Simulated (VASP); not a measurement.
Set up this calculation in VASP 6.6.1, as the native input.

* Task: single point
* Functional: PBE
* Potentials or basis: VASP PAW PBE potentials, release 64 (Ta_pv)
* Cutoff: 520 eV
* k mesh: 18 × 18 × 18
* Occupations: gaussian, width 0.1 eV
* Spin: no spin polarisation
* Dipole correction: no
* Further INCAR settings: ALGO = Normal; EDIFF = 1e-06; NBANDS = 12

The structure of Ta lies in POSCAR:

```
Ta
1.0
   -1.5901714585      1.5901714585      1.5901714585
    1.5901714585     -1.5901714585      1.5901714585
    1.5901714585      1.5901714585     -1.5901714585
Ta
1
Direct
    0.0000000000      0.0000000000      0.0000000000
```

This cell differs from its parent crystal: volume scaled by 0.88.

The input as run:

INCAR

```
SYSTEM = Ta
PREC = Accurate ; ENCUT = 520
EDIFF = 1E-6 ; ISMEAR = 0
SIGMA = 0.1 ; LREAL = .FALSE.
LASPH = .TRUE. ; NELM = 60
ALGO = Normal ; ISIF = 2
LWAVE = .FALSE. ; LCHARG = .FALSE.
GGA = PE ; NBANDS = 12
```

KPOINTS

```
regular mesh
0
G
  18 18 18
  0 0 0
```

Potentials or basis: VASP PAW PBE potentials, release 64 (Ta_pv).

The run is started by

```console
$ cat potpaw_PBE.64/Ta_pv/POTCAR > POTCAR
$ mpirun -np 1 vasp_std > vasp.out
```

It gave:

The pressure is 32.3 GPa.

It took 9.2 s on 1 thread of Intel(R) Xeon(R) 6975P-C (Granite Rapids), on a shared host, peak memory 0.15 GiB.
